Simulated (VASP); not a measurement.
# Zn (R-3m) in VASP: further runs, part 2 of 2

VASP 6.6.1. Earlier steps stand in the parts before.

## (4) Single point, PBE (14.35 Å³/atom)

INCAR

```
ALGO     = Fast           # electronic algorithm
EDIFF    = 1E-6           # SCF threshold, eV
ENCUT    = 520            # plane-wave cutoff, eV
GGA      = PE             # functional
ISIF     = 2              # what is computed and relaxed
ISMEAR   = 0              # smearing method
LASPH    = True           # aspherical terms in the spheres
LCHARG   = False          # write CHGCAR
LREAL    = False          # projectors in reciprocal space
LWAVE    = False          # write WAVECAR
NBANDS   = 12             # bands
NELM     = 100            # most SCF steps
PREC     = Accurate       # precision mode
SIGMA    = 0.15           # smearing width, eV
```

KPOINTS

```
k-points
0
Gamma
  22 22 22
```

POSCAR

```
Zn
1.0
    0.5486365906      2.2384823521      2.2384823521
    2.2384823521      0.5486365906      2.2384823521
    2.2384823521      2.2384823521      0.5486365906
Zn
1
Direct
    0.0000000000      0.0000000000      0.0000000000
```

Potentials or basis: VASP PAW PBE potentials, release 64 (Zn).

Started as:

```console
$ cat potpaw_PBE.64/Zn/POTCAR > POTCAR
$ mpirun -np 1 vasp_std > vasp.out
```

OUTCAR:

```text
EDIFF = 1E-6
   ENCUT = 520
   GGA = PE
   ISIF = 2
   ISMEAR = 0
   LASPH = True
   LREAL = False
   NELM = 100
   PREC = Accurate

 ion  position               nearest neighbor table
   1  0.000  0.000  0.000-

  LATTYP: Found a trigonal (rhomboedric) cell.
 ALAT       =     3.2128816645
 COS(alpha) =     0.7233665626

  Lattice vectors:

 A1 = (   0.5486365906,   2.2384823521,   2.2384823521)
 A2 = (   2.2384823521,   0.5486365906,   2.2384823521)
 A3 = (   2.2384823521,   2.2384823521,   0.5486365906)

Analysis of symmetry for initial positions (statically):
=====================================================================
 Subroutine PRICEL returns:
 Original cell was already a primitive cell.

 Routine SETGRP: Setting up the symmetry group for a
 trigonal (rhombohedral) supercell.

 Subroutine GETGRP returns: Found 12 space group operations
 (whereof 12 operations were pure point group operations)
 out of a pool of 12 trial point group operations.

The static configuration has the point symmetry D_3d.

Analysis of symmetry for dynamics (positions and initial velocities):
=====================================================================
[... 171 lines left out ...]
      6      -3.8417      2.00000
      7       9.8078      0.00000
      8      14.4755      0.00000
      9      28.0448      0.00000
     10      29.8520      0.00000
     11      29.8520      0.00000
     12      31.7192      0.00000
[... 331 lines left out ...]
 k-point    24 :      -0.4545    0.0455   -0.0000
  band No.  band energies     occupation
      1      -5.8356      2.00000
      2      -4.9876      2.00000
      3      -4.1128      2.00000
      4      -4.0835      2.00000
      5      -3.4287      2.00000
      6       1.1574      2.00000
      7       4.9394      0.00000
      8      13.6786      0.00000
      9      17.5574      0.00000
     10      20.5862      0.00000
     11      23.5559      0.00000
     12      24.8133      0.00000

 [... further k-points ...]

------------------------ aborting loop because EDIFF is reached ----------------------------------------

  FORCE on cell =-STRESS in cart. coord.  units (eV):
  Direction    XX          YY          ZZ          XY          YZ          ZX
  --------------------------------------------------------------------------------------
  -------------------------------------------------------------------------------------
  Total        1.8306114      1.8306114      1.8306114     -0.9593294     -0.9593294     -0.9593294
  in kB      204.3735036    204.3735036    204.3735036   -107.1016520   -107.1016520   -107.1016520
  external PRESSURE =     204.3735036 kB  Pullay stress =       0.0000000 kB

 VOLUME and BASIS-vectors are now :
 -----------------------------------------------------------------------------
  energy-cutoff  :      520.00
  volume of cell :       14.35
      direct lattice vectors                 reciprocal lattice vectors
     0.548636591  2.238482352  2.238482352    -0.328186268  0.263583716  0.263583716
     2.238482352  0.548636591  2.238482352     0.263583716 -0.328186268  0.263583716
     2.238482352  2.238482352  0.548636591     0.263583716  0.263583716 -0.328186268

 POSITION                                       TOTAL-FORCE (eV/Angst)
 -----------------------------------------------------------------------------------
      0.00000      0.00000      0.00000         0.000000     -0.000000     -0.000000
 -----------------------------------------------------------------------------------
    total drift:                               -0.000000      0.000000      0.000000

  FREE ENERGIE OF THE ION-ELECTRON SYSTEM (eV)
  ---------------------------------------------------
  free  energy   TOTEN  =        -0.8658832783 eV

  energy  without entropy=       -0.8628309118  energy(sigma->0) =       -0.86435710
```

Run time: 4.1 min. Hardware: 1 thread of Intel Xeon 8259CL, shared host; peak memory 0.28 GiB.

Results:

```yaml
Free_energy: -0.8659 eV
Pressure: 20.4 GPa
Band_gap_on_the_k_mesh: zero (bands 6 and 7 overlap by 7.50 eV)
```

Caveat: the cell stands under pressure.

## (5) Single point, PBE (14.35 Å³/atom)

INCAR

```
SYSTEM = Zn
PREC = Accurate ; ENCUT = 520
EDIFF = 1E-6 ; ISMEAR = 0
SIGMA = 0.15 ; LREAL = .FALSE.
LASPH = .TRUE. ; NELM = 100
ALGO = Fast ; ISIF = 2
LWAVE = .FALSE. ; LCHARG = .FALSE.
GGA = PE ; NBANDS = 12
```

KPOINTS

```
regular mesh
0
G
  22 22 22
  0 0 0
```

POSCAR

```
Zn
1.0
   -0.7032451391      1.6487452928      1.6487452928
    1.6487452928     -0.7032451391      1.6487452928
    1.6487452928      1.6487452928     -0.7032451391
Zn
1
Direct
    0.0000000000      0.0000000000      0.0000000000
```

Potentials or basis: VASP PAW PBE potentials, release 64 (Zn).

Started as:

```console
$ cat potpaw_PBE.64/Zn/POTCAR > POTCAR
$ mpirun -np 1 vasp_std > vasp.out
```

OUTCAR:

```text
SYSTEM = Zn
   PREC = Accurate
   ENCUT = 520
   EDIFF = 1E-6
   ISMEAR = 0
   LREAL = .FALSE.
   LASPH = .TRUE.
   NELM = 100
   ISIF = 2
   GGA = PE

 ion  position               nearest neighbor table
   1  0.000  0.000  0.000-

  LATTYP: Found a trigonal (rhomboedric) cell.
 ALAT       =     2.4354210738
 COS(alpha) =     0.0673407928

  Lattice vectors:

 A1 = (  -0.7032451391,   1.6487452928,   1.6487452928)
 A2 = (   1.6487452928,  -0.7032451391,   1.6487452928)
 A3 = (   1.6487452928,   1.6487452928,  -0.7032451391)

Analysis of symmetry for initial positions (statically):
=====================================================================
 Subroutine PRICEL returns:
 Original cell was already a primitive cell.

 Routine SETGRP: Setting up the symmetry group for a
 trigonal (rhombohedral) supercell.

 Subroutine GETGRP returns: Found 12 space group operations
 (whereof 12 operations were pure point group operations)
 out of a pool of 12 trial point group operations.

The static configuration has the point symmetry D_3d.

Analysis of symmetry for dynamics (positions and initial velocities):
=====================================================================
 Subroutine PRICEL returns:
 Original cell was already a primitive cell.

 Routine SETGRP: Setting up the symmetry group for a
 trigonal (rhombohedral) supercell.

 Subroutine GETGRP returns: Found 12 space group operations
 (whereof 12 operations were pure point group operations)
 out of a pool of 12 trial point group operations.

The dynamic configuration has the point symmetry D_3d.

 Subroutine INISYM returns: Found 12 space group operations
 (whereof 12 operations are pure point group operations),
 and found     1 'primitive' translations

----------------------------------------------------------------------------------------

                                     Primitive cell

  volume of cell :      14.3510

[... 112 lines left out ...]
   LHFCALC =     F    Hartree Fock is set to
   AEXX    =    0.0000 exact exchange contribution
   IVDW    =     0    specifies the selected vdW correction
   LEPSILON=     F    determine dielectric tensor
   LRPA    =     F    only Hartree local field effects (RPA)
 non-spin polarized calculation
 RMM-DIIS sequential band-by-band and
 Gauss-broadening in eV      SIGMA  =   0.15
  energy-cutoff  :      520.00
  volume of cell :       14.35
 maximum number of plane-waves:       400
   NGX =  9   NGY =  9   NGZ =  9

 number of electron      12.0000026 magnetization

 Free energy of the ion-electron system (eV)
  ---------------------------------------------------
  ext. energy  EPLUGINS =         0.00000000
  ---------------------------------------------------
  free energy    TOTEN  =        -0.69751767 eV

  energy without entropy =       -0.69417705  energy(sigma->0) =       -0.69584736

 E-fermi :   3.3334     XC(G=0): -11.7896

 val. band max:        3.3308109074   @ k =  -0.3182   0.4545   0.0455
 cond. band min:       3.3388762199   @ k =  -0.3636   0.5000   0.1364
 fundamental gap:      0.0080653125
 Fermi energy:         3.3334155705

 k-point     1 :       0.0000    0.0000    0.0000
  band No.  band energies     occupation
      1      -7.3552      2.00000
      2      -5.3860      2.00000
      3      -5.3860      2.00000
      4      -3.6872      2.00000
      5      -3.6872      2.00000
      6      -3.6644      2.00000
      7      17.6844      0.00000
      8      17.6844      0.00000
      9      17.8223      0.00000
     10      20.8217      0.00000
     11      20.8217      0.00000
     12      24.6094      0.00000
[... 331 lines left out ...]
 k-point    24 :      -0.4545    0.0455   -0.0000
  band No.  band energies     occupation
      1      -5.2240      2.00000
      2      -5.1887      2.00000
      3      -4.1959      2.00000
      4      -4.1287      2.00000
      5      -3.6488      2.00000
      6      -1.0740      2.00000
      7       1.4905      2.00000
      8      20.7969      0.00000
      9      22.4453      0.00000
     10      25.6589      0.00000
     11      25.9395      0.00000
     12      26.1999      0.00000

 [... further k-points ...]

------------------------ aborting loop because EDIFF is reached ----------------------------------------

  FORCE on cell =-STRESS in cart. coord.  units (eV):
  Direction    XX          YY          ZZ          XY          YZ          ZX
  --------------------------------------------------------------------------------------
  -------------------------------------------------------------------------------------
  Total        1.8484646      1.8484646      1.8484646      0.1926875      0.1926875      0.1926875
  in kB      206.3666731    206.3666731    206.3666731     21.5120562     21.5120562     21.5120562
  external PRESSURE =     206.3666731 kB  Pullay stress =       0.0000000 kB

 VOLUME and BASIS-vectors are now :
 -----------------------------------------------------------------------------
  energy-cutoff  :      520.00
  volume of cell :       14.35
      direct lattice vectors                 reciprocal lattice vectors
    -0.703245139  1.648745293  1.648745293    -0.154958352  0.270213445  0.270213445
     1.648745293 -0.703245139  1.648745293     0.270213445 -0.154958352  0.270213445
     1.648745293  1.648745293 -0.703245139     0.270213445  0.270213445 -0.154958352

 POSITION                                       TOTAL-FORCE (eV/Angst)
 -----------------------------------------------------------------------------------
      0.00000      0.00000      0.00000         0.000000     -0.000000      0.000000
 -----------------------------------------------------------------------------------
    total drift:                                0.000000     -0.000000      0.000000

  FREE ENERGIE OF THE ION-ELECTRON SYSTEM (eV)
  ---------------------------------------------------
  free  energy   TOTEN  =        -0.6975176672 eV

  energy  without entropy=       -0.6941770547  energy(sigma->0) =       -0.69584736
```

OSZICAR:

```text
N       E                     dE             d eps       ncg     rms          rms(c)
DAV:   1     0.433281282957E+02    0.43328E+02   -0.65879E+03 25396   0.161E+03
DAV:   2     0.461179427940E+00   -0.42867E+02   -0.40396E+02 25504   0.218E+02
DAV:   3    -0.821724343227E+00   -0.12829E+01   -0.12811E+01 28508   0.371E+01
DAV:   4    -0.824673656057E+00   -0.29493E-02   -0.29492E-02 26752   0.175E+00
DAV:   5    -0.824675767328E+00   -0.21113E-05   -0.21112E-05 28196   0.454E-02    0.348E+00
RMM:   6    -0.708617036428E+00    0.11606E+00   -0.25756E-01 30230   0.686E+00    0.246E+00
RMM:   7    -0.701400961539E+00    0.72161E-02   -0.86453E-03 31410   0.140E+00    0.120E+00
RMM:   8    -0.697558210145E+00    0.38428E-02   -0.20355E-03 30601   0.391E-01    0.697E-02
RMM:   9    -0.697530563064E+00    0.27647E-04   -0.44542E-04 31753   0.317E-01    0.613E-02
RMM:  10    -0.697516900635E+00    0.13662E-04   -0.46695E-05 31649   0.808E-02    0.104E-02
RMM:  11    -0.697517667210E+00   -0.76658E-06   -0.31799E-06 26407   0.194E-02
   1 F= -.69751767E+00 E0= -.69584736E+00  d E =-.334061E-02
```

stdout:

```text
POSCAR found type information on POSCAR Zn
 POSCAR found :  1 types and       1 ions
 scaLAPACK will be used
 LDA part: xc-table for (Slater+PW92), standard interpolation
 POSCAR, INCAR and KPOINTS ok, starting setup
 FFT: planning ... GRIDC
 FFT: planning ... GRID_SOFT
 FFT: planning ... GRID
 WAVECAR not read
 entering main loop
WARNING in EDDRMM: call to ZHEGV failed, returncode =   8  4     12
WARNING in EDDRMM: call to ZHEGV failed, returncode =   8  4     12
WARNING in EDDRMM: call to ZHEGV failed, returncode =   8  4     11
WARNING in EDDRMM: call to ZHEGV failed, returncode =   8  4     12
WARNING in EDDRMM: call to ZHEGV failed, returncode =   6  3     10
```

It took 2.7 min on 1 thread of Intel Xeon 8259CL, shared host; peak memory 0.26 GiB.

Results:

| Property | Result |
| --- | --- |
| Free energy | -0.6975 eV |
| Pressure | 20.6 GPa |
| Band gap on the k mesh | zero (bands 6 and 7 overlap by 7.46 eV) |

Caveat: the cell stands under pressure.

## (6) Single point, PBE (14.35 Å³/atom)

INCAR

```
SYSTEM = Zn
ALGO     = Fast           ! electronic algorithm
EDIFF    = 1E-6           ! SCF threshold, eV
ENCUT    = 520            ! plane-wave cutoff, eV
GGA      = PE             ! functional
ISIF     = 2              ! what is computed and relaxed
ISMEAR   = 0              ! smearing method
LASPH    = .True.         ! aspherical terms in the spheres
LCHARG   = .False.        ! write CHGCAR
LREAL    = .False.        ! projectors in reciprocal space
LWAVE    = .False.        ! write WAVECAR
NBANDS   = 12             ! bands
NELM     = 80             ! most SCF steps
PREC     = Accurate       ! precision mode
SIGMA    = 0.15           ! smearing width, eV
```

KPOINTS

```
k-points
0
Gamma
  22 22 22
  0 0 0
```

POSCAR

```
Zn
1.0
   -0.2471354367      1.8134713173      1.8134713173
    1.8134713173     -0.2471354367      1.8134713173
    1.8134713173      1.8134713173     -0.2471354367
Zn
1
Direct
    0.0000000000      0.0000000000      0.0000000000
```

Potentials or basis: VASP PAW PBE potentials, release 64 (Zn).

Started as:

```console
$ cat potpaw_PBE.64/Zn/POTCAR > POTCAR
$ mpirun -np 1 vasp_std > vasp.out
```

OUTCAR:

```text
SYSTEM = Zn
   EDIFF = 1E-6
   ENCUT = 520
   GGA = PE
   ISIF = 2
   ISMEAR = 0
   LASPH = .True.
   LREAL = .False.
   NELM = 80
   PREC = Accurate

 ion  position               nearest neighbor table
   1  0.000  0.000  0.000-

  LATTYP: Found a trigonal (rhomboedric) cell.
 ALAT       =     2.5765155465
 COS(alpha) =     0.3603760702

  Lattice vectors:

 A1 = (  -0.2471354367,   1.8134713173,   1.8134713173)
 A2 = (   1.8134713173,  -0.2471354367,   1.8134713173)
 A3 = (   1.8134713173,   1.8134713173,  -0.2471354367)

Analysis of symmetry for initial positions (statically):
=====================================================================
 Subroutine PRICEL returns:
 Original cell was already a primitive cell.

 Routine SETGRP: Setting up the symmetry group for a
 trigonal (rhombohedral) supercell.

 Subroutine GETGRP returns: Found 12 space group operations
 (whereof 12 operations were pure point group operations)
 out of a pool of 12 trial point group operations.

The static configuration has the point symmetry D_3d.

[... 167 lines left out ...]
  band No.  band energies     occupation
      1      -7.3317      2.00000
      2      -4.6395      2.00000
      3      -4.6395      2.00000
      4      -3.9505      2.00000
      5      -3.8106      2.00000
      6      -3.8106      2.00000
      7      20.0882      0.00000
      8      20.0882      0.00000
      9      20.4834      0.00000
     10      23.0707      0.00000
     11      23.0707      0.00000
     12      26.1557      0.00000
[... 331 lines left out ...]
 k-point    24 :      -0.4545    0.0455   -0.0000
  band No.  band energies     occupation
      1      -5.1996      2.00000
      2      -4.6568      2.00000
      3      -3.9627      2.00000
      4      -3.8024      2.00000
      5      -3.5802      2.00000
      6      -0.4338      2.00000
      7       2.0021      2.00000
      8      18.3796      0.00000
      9      19.8283      0.00000
     10      23.4257      0.00000
     11      25.0051      0.00000
     12      26.0490      0.00000

 [... further k-points ...]

------------------------ aborting loop because EDIFF is reached ----------------------------------------

  FORCE on cell =-STRESS in cart. coord.  units (eV):
  Direction    XX          YY          ZZ          XY          YZ          ZX
  --------------------------------------------------------------------------------------
  -------------------------------------------------------------------------------------
  Total        0.7469394      0.7469394      0.7469394      0.3890423      0.3890423      0.3890423
  in kB       83.3899619     83.3899619     83.3899619     43.4335417     43.4335417     43.4335417
  external PRESSURE =      83.3899619 kB  Pullay stress =       0.0000000 kB

 VOLUME and BASIS-vectors are now :
 -----------------------------------------------------------------------------
  energy-cutoff  :      520.00
  volume of cell :       14.35
      direct lattice vectors                 reciprocal lattice vectors
    -0.247135437  1.813471317  1.813471317    -0.224904348  0.260389607  0.260389607
     1.813471317 -0.247135437  1.813471317     0.260389607 -0.224904348  0.260389607
     1.813471317  1.813471317 -0.247135437     0.260389607  0.260389607 -0.224904348

 POSITION                                       TOTAL-FORCE (eV/Angst)
 -----------------------------------------------------------------------------------
      0.00000      0.00000      0.00000        -0.000000      0.000000      0.000000
 -----------------------------------------------------------------------------------
    total drift:                                0.000000     -0.000000      0.000000

  FREE ENERGIE OF THE ION-ELECTRON SYSTEM (eV)
  ---------------------------------------------------
  free  energy   TOTEN  =        -1.0183352615 eV

  energy  without entropy=       -1.0147394407  energy(sigma->0) =       -1.01653735
```

Run time: 3 min. Hardware: 1 thread of Intel Xeon 8259CL, shared host; peak memory 0.27 GiB.

Results:

```yaml
Free_energy: -1.0183 eV
Pressure: 8.3 GPa
Band_gap_on_the_k_mesh: zero (bands 6 and 7 overlap by 4.06 eV)
```

Caveat: the cell stands under pressure.

## (7) The runs side by side

| cell | further INCAR settings | gap on the mesh (eV) | pressure (GPa) |
| --- | --- | --- | --- |
| a = 2.481 Å, angles 77.7°, 1 atom | ALGO = Fast; EDIFF = 1e-07; NBANDS = 12 | none | 15.8 |
| a = 3.969 Å, angles 30.6°, 1 atom | ALGO = Fast; EDIFF = 1e-06; NBANDS = 12 | none | 92.2 |
| a = 3.213 Å, angles 43.7°, 1 atom | ALGO = Fast; EDIFF = 1e-06; NBANDS = 12 | none | 20.4 |
| a = 2.435 Å, angles 86.1°, 1 atom | ALGO = Fast; EDIFF = 1e-06; NBANDS = 12 | none | 20.6 |
| a = 2.577 Å, angles 68.9°, 1 atom | ALGO = Fast; EDIFF = 1e-06; NBANDS = 12 | none | 8.3 |

Alike in all rows: task single point; level PBE; potentials or basis VASP PAW PBE potentials, release 64 (Zn); no spin polarisation; k mesh 22 × 22 × 22; cutoff (eV) 520; smearing gaussian 0.15 eV.

Caveats: the cell stands under pressure.

Absolute energies hang on the potentials; compare differences alone.
